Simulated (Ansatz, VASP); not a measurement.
**SnP5: VASP beside Ansatz**

```xyz
6
Lattice="4.8471 0.0000 0.0000 0.0000 4.8471 0.0000 0.0000 0.0000 6.3077" Properties=species:S:1:pos:R:3 pbc="T T T"
Sn    0.0000    0.0000    0.0000
P     0.9695    0.9695    3.1539
P     3.8777    3.8777    3.1539
P     3.8777    0.9695    3.1539
P     0.9695    3.8777    3.1539
P     2.4236    2.4236    3.1539
```

Alike in both runs: task relaxation of cell and atoms; functional PBE; k mesh 4 × 4 × 4; occupations gaussian, width 0.1 eV; no spin polarisation.

|  | VASP | Ansatz |
| --- | --- | --- |
| version | VASP 6.6.1 | Ansatz 0.2.0 |
| potentials or method | VASP PAW PBE potentials, release 64 (Sn_d, P), cutoff 500 eV | scalar-relativistic, plane waves, PAW |
| valence electrons in the cell | 39 | 39 |

Ansatz gave:

* gap on the k mesh at the Fermi level, each at its own relaxed structure (eV): none
* relaxed volume (Å³/atom): 27.43
* relaxed length of the cell vector where the two differ most in proportion (Å): 5.165

Q: What did VASP give for the same quantities?

A: gap on the k mesh at the Fermi level, each at its own relaxed structure (eV): none; relaxed volume (Å³/atom): 27.41; relaxed length of the cell vector where the two differ most in proportion (Å): 5.171.

A gap of «none» marks a metal or a gap that the smearing closes.
